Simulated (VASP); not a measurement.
Here is a VASP 6.6.1 calculation.

INCAR

```
SYSTEM = Cd
  PREC = Accurate
  ENCUT = 500
  EDIFF = 1E-7
  ISMEAR = -1
  SIGMA = 0.1
  LREAL = .False.
  LASPH = .True.
  NELM = 120
  ALGO = Normal
  ISIF = 3
  LWAVE = .False.
  LCHARG = .False.
  GGA = PE
  IBRION = 2
  NSW = 60
  EDIFFG = -0.03
  PSTRESS = 50.0
  GGA_COMPAT = .False.
  NELMIN = 4
```

Contents of KPOINTS:

```
regular mesh
0
Gamma
  12 12 12
  0 0 0
```

Contents of POSCAR:

```
Cd
1.0
    0.0000000000      3.0400000000      3.0400000000
    3.0400000000      0.0000000000      3.0400000000
    3.0400000000      3.0400000000      0.0000000000
Cd
2
Direct
    1.0000000000      1.0000000000      1.0000000000
    0.2500000000      0.2500000000      0.2500000000
```

Potentials or basis: VASP PAW PBE potentials, release 64 (Cd).

The run is started by

```console
$ cat potpaw_PBE.64/Cd/POTCAR > POTCAR
$ mpirun -np 1 vasp_std > vasp.out
```

(1) Estimate the relaxed volume.

(2) What does it give for the space group after relaxing (to 0.1 Å)?

(3) Estimate the band gap on the k mesh.

Results:

(1) 31.08 Å³/atom.

(2) Fd-3m (No. 227).

(3) zero (bands 12 and 13 overlap by 5.72 eV).

Caveat: the cell is relaxed towards a set pressure, so the run minimises the enthalpy, not the energy.
